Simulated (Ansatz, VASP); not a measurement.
## Two plane-wave programs on KBr

Contents of POSCAR:

```
KBr
1.0
    0.0000000000      3.3670142147      3.3670142147
    3.3670142147      0.0000000000      3.3670142147
    3.3670142147      3.3670142147      0.0000000000
K Br
1 1
Direct
    0.0000000000      0.0000000000      0.0000000000
    0.5000000000      0.5000000000      0.5000000000
```

The input INCAR.step1:

```
  PREC = Accurate
  ENCUT = 520
  ISMEAR = 0
  SIGMA = 0.01
  LREAL = False
  LASPH = True
  NELM = 100
  NBANDS = 15
  GGA = PE
  ALGO = Normal
  EDIFF = 1E-4
  LWAVE = True
  LCHARG = False
```

Contents of INCAR.step2:

```
  PREC = Accurate
  ENCUT = 520
  EDIFF = 1E-6
  ISMEAR = 0
  SIGMA = 0.01
  LREAL = False
  LASPH = True
  NELM = 100
  ALGO = Normal
  ISIF = 2
  LWAVE = False
  LCHARG = True
  METAGGA = R2SCAN
  LMIXTAU = True
  LELF = True
  LVHAR = True
  NBANDS = 15
  ISTART = 1
```

The input KPOINTS:

```
Automatic mesh
0
Gamma
  6 6 6
```

Input for Ansatz:

```yaml
crystal:
  lattice:
    - [0.0, 3.3670142147, 3.3670142147]
    - [3.3670142147, 0.0, 3.3670142147]
    - [3.3670142147, 3.3670142147, 0.0]
  atoms:
    - { symbol: K, position: [0.0, 0.0, 0.0] }
    - { symbol: Br, position: [0.5, 0.5, 0.5] }
kpoints:
  mp_grid: { grid: [6, 6, 6] }
hamiltonian:
  xc: r2scan
scf:
  occupations: { method: fixed }
  n_extra_bands: 4
output:
  forces: true
  stress: true
  eigenvalues: true
```

Alike in both runs: task single point; functional r2SCAN; k mesh 6 × 6 × 6; no spin polarisation.

|  | VASP | Ansatz |
| --- | --- | --- |
| version | VASP 6.6.1 | Ansatz 0.2.0 |
| potentials or method | VASP PAW PBE potentials, release 64 (K_sv, Br) | plane waves, PAW |
| plane-wave cutoff (eV) | 520 | 500 |
| occupations | gaussian, width 0.01 eV | fixed |
| valence electrons in the cell | 16 | 16 |

|  | VASP | Ansatz | Ansatz less VASP |
| --- | --- | --- | --- |
| gap on the k mesh at the Fermi level (eV) | 4.91 | 4.91 | -0.002 |
| pressure (GPa) | -0.8 | -0.8 | +0.01 |

VASP's potentials were made for PBE, not for r2SCAN.
